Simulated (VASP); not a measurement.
Runs of VASP 6.6.1 on GdCu3. The structure is that of space group Pm-3m (No. 221), or close to it. The cells are those of the table. 

```tsv
task	level	U	cell	smearing	k mesh for the DOS	occupations for the DOS	gap on the mesh (eV)	pressure (GPa)	moment (μB)
single point	PBEsol	-	a = 4.063 Å, 4 atoms	gaussian 0.05 eV	-	-	none	-1.3	7.41
single point	RPBE+U	Cu d U = 8.0 eV	a = 4.036 Å, 4 atoms	methfessel-paxton 0.025 eV	-	-	none	10.3	(b)
density of states	PBEsol	-	a = 4.036 Å, 4 atoms	gaussian 0.05 eV	12 × 12 × 12	tetrahedron	-	-	7.42
single point	PBEsol	-	a = 4.022 Å, 4 atoms	gaussian 0.05 eV	-	-	none	(a)	7.42
single point	PBEsol	-	a = 4.036 Å, 4 atoms	gaussian 0.05 eV	-	-	none	0.3	7.42
```

Alike in all rows: potentials or basis VASP PAW PBE potentials, release 64 (Gd, Cu); spin collinear, ferromagnetic start; k mesh 8 × 8 × 8; cutoff (eV) 520.

Q: Fill in the values left out.

A: (a) 1.3; (b) 7.48.

Caveats: the PAW data sets were made with another functional, which shifts forces and pressure a little; spin-orbit coupling is left out, which moves the levels of the heavy elements; without U or exact exchange the open f shell lies at the Fermi level, which spoils levels, moments and volumes (some runs); tetrahedron occupations give inexact forces and stress in metals (some runs).

A k mesh can miss the band edges, and the runs leave out spin-orbit coupling on Gd.

A gap of «none» marks levels without a gap at the run's occupations.
